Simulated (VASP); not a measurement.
Set up this calculation in VASP 6.6.1, as the native input.

- Task: single point
- Functional: PBE
- Potentials or basis: VASP PAW PBE potentials, release 64 (Pb_d)
- Cutoff: 520 eV
- k mesh: 11 × 11 × 3
- Occupations: fermi-dirac, width 0.1 eV
- Spin: no spin polarisation
- Dipole correction: no
- Further INCAR settings: ALGO = Normal; EDIFF = 1e-06; NBANDS = 36

The structure of Pb lies in POSCAR:

```
Pb
1.0
    3.5251822374      0.0000000000      0.0000000000
   -1.7625911187      3.0528973705      0.0000000000
    0.0000000000      0.0000000000     11.3935805302
Pb
4
Direct
    1.0000000000      1.0000000000      0.0000000000
    1.0000000000      1.0000000000      0.5000000000
    0.3333333333      0.6666666667      0.2500000000
    0.6666666667      0.3333333333      0.7500000000
```

This cell differs from its parent crystal: volume scaled by 0.96.

The input as run:

INCAR

```
PREC = Accurate ; ENCUT = 520
EDIFF = 1E-6 ; ISMEAR = -1
SIGMA = 0.1 ; LREAL = F
LASPH = T ; NELM = 60
ALGO = Normal ; ISIF = 2
LWAVE = F ; LCHARG = T
GGA = PE ; LELF = T
LVHAR = T ; NBANDS = 36
```

KPOINTS

```
regular mesh
0
Gamma
  11 11 3
```

Potentials or basis: VASP PAW PBE potentials, release 64 (Pb_d).

Launch:

```sh
$ cat potpaw_PBE.64/Pb_d/POTCAR > POTCAR
$ mpirun -np 1 vasp_std > vasp.out
```

Results of the run:

```yaml
Pressure: 1.6 GPa
Band_gap_on_the_k_mesh: zero (band 28 reaches 12.66 eV, above the bottom of band 29 at 5.76 eV)
```

Caveat: spin-orbit coupling is left out, which moves the levels of the heavy elements.

Wall time 54 s on 1 thread of Intel(R) Xeon(R) 6975P-C (Granite Rapids) (shared host), peak memory 0.29 GiB.
